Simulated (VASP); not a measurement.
Wanted: the native input for a VASP 6.6.1 run.

```
Task                               : single point
Functional                         : PBE-based screened hybrid with 35 % exact exchange
Potentials or basis                : VASP PAW PBE potentials, release 64 (Se, Li_sv)
Cutoff                             : 650 eV
k mesh                             : 4 × 4 × 4
Occupations                        : gaussian, width 0.01 eV
Spin                               : no spin polarisation
Dipole correction                  : no
Grid for exact exchange (PRECFOCK) : Normal
Share of exact exchange            : 0.35
Further INCAR settings             : ALGO = Normal; EDIFF = 1e-06; NBANDS = 13
Screening parameter                : 0.2078 1/Å
```

Li2Se:

```xyz
3
Lattice="0.0000 2.9935 2.9935 2.9935 0.0000 2.9935 2.9935 2.9935 0.0000" Properties=species:S:1:pos:R:3 pbc="T T T"
Se    0.0000    0.0000    0.0000
Li    1.4968    1.4968    1.4968
Li    4.4903    4.4903    4.4903
```

One way to write it, as run:

POSCAR

```
Li2Se
1.0
    0.0000000000      2.9935210596      2.9935210596
    2.9935210596      0.0000000000      2.9935210596
    2.9935210596      2.9935210596      0.0000000000
Se Li
1 2
Direct
    0.0000000000      0.0000000000      0.0000000000
    0.2500000000      0.2500000000      0.2500000000
    0.7500000000      0.7500000000      0.7500000000
```

INCAR.step1

```
PREC = Accurate
ENCUT = 650
EDIFF = 1E-5
ISMEAR = 0
SIGMA = 0.01
LREAL = False
LASPH = True
NELM = 120
ALGO = Normal
ISIF = 2
LWAVE = True
LCHARG = False
GGA = PE
NBANDS = 13
GGA_COMPAT = False
```

INCAR.step2

```
PREC = Accurate
ENCUT = 650
EDIFF = 1E-6
ISMEAR = 0
SIGMA = 0.01
LREAL = False
LASPH = True
NELM = 120
ALGO = Normal
ISIF = 2
LWAVE = False
LCHARG = False
GGA = PE
LHFCALC = True
AEXX = 0.35
HFSCREEN = 0.2078
PRECFOCK = Normal
ISTART = 1
NBANDS = 13
GGA_COMPAT = False
```

KPOINTS

```
Automatic mesh
0
Gamma
  4 4 4
```

Potentials or basis: VASP PAW PBE potentials, release 64 (Se, Li_sv).

Run with:

```sh
$ cat potpaw_PBE.64/Se/POTCAR potpaw_PBE.64/Li_sv/POTCAR > POTCAR
$ cp INCAR.step1 INCAR
$ mpirun -np 1 vasp_std > vasp.out
$ cp INCAR.step2 INCAR
$ mpirun -np 1 vasp_std > vasp.out
```

Results of the run:

| Item | Value |
| --- | --- |
| Pressure | -0.8 GPa |
| Band gap on the k mesh | 4.19 eV (least direct gap 4.80 eV) |

Caveat: the k points lie up to 0.45 Å⁻¹ apart; the PAW data sets were made with another functional, which shifts forces and pressure a little.

Run time: 9.4 min on 1 thread of Intel Xeon 8259CL, on a shared host, peak memory 0.32 GiB.
